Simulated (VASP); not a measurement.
A run of VASP 6.6.1:

INCAR

```
PREC = Accurate ; ENCUT = 520
EDIFF = 1E-7 ; ISMEAR = 0
SIGMA = 0.02 ; LREAL = F
LASPH = T ; NELM = 60
ALGO = Normal ; ISIF = 2
LWAVE = F ; LCHARG = F
GGA = PE ; NBANDS = 46
```

Contents of KPOINTS:

```
Automatic mesh
0
Gamma
  6 6 6
```

Contents of POSCAR:

```
In3GaP4
1.0
    5.8461726245      0.0000000000      0.0000000000
    0.0000000000      5.8461726245      0.0000000000
    0.0000000000      0.0000000000      5.8461726245
In Ga P
3 1 4
Direct
    0.0000000000      0.0000000000      0.5000000000
    0.0000000000      0.5000000000      0.0000000000
    0.5000000000      0.0000000000      0.0000000000
    0.5000000000      0.5000000000      0.5000000000
    0.2609715978      0.2609715978      0.2609715978
    0.2609715978      0.7390284022      0.7390284022
    0.7390284022      0.2609715978      0.7390284022
    0.7390284022      0.7390284022      0.2609715978
```

Potentials or basis: VASP PAW PBE potentials, release 64 (In_d, Ga_d, P).

Run with:

```sh
$ cat potpaw_PBE.64/In_d/POTCAR potpaw_PBE.64/Ga_d/POTCAR potpaw_PBE.64/P/POTCAR > POTCAR
$ mpirun -np 1 vasp_std > vasp.out
```

Hardware: 1 thread of Intel(R) Xeon(R) Platinum 8488C (Sapphire Rapids), on a shared host.

Q: Estimate the wall time of this run.

A: Run time: 2.4 min on 1 thread of Intel(R) Xeon(R) Platinum 8488C (Sapphire Rapids), on a shared host, peak memory 0.42 GiB. Counts: scf iterations 17, k points 20.
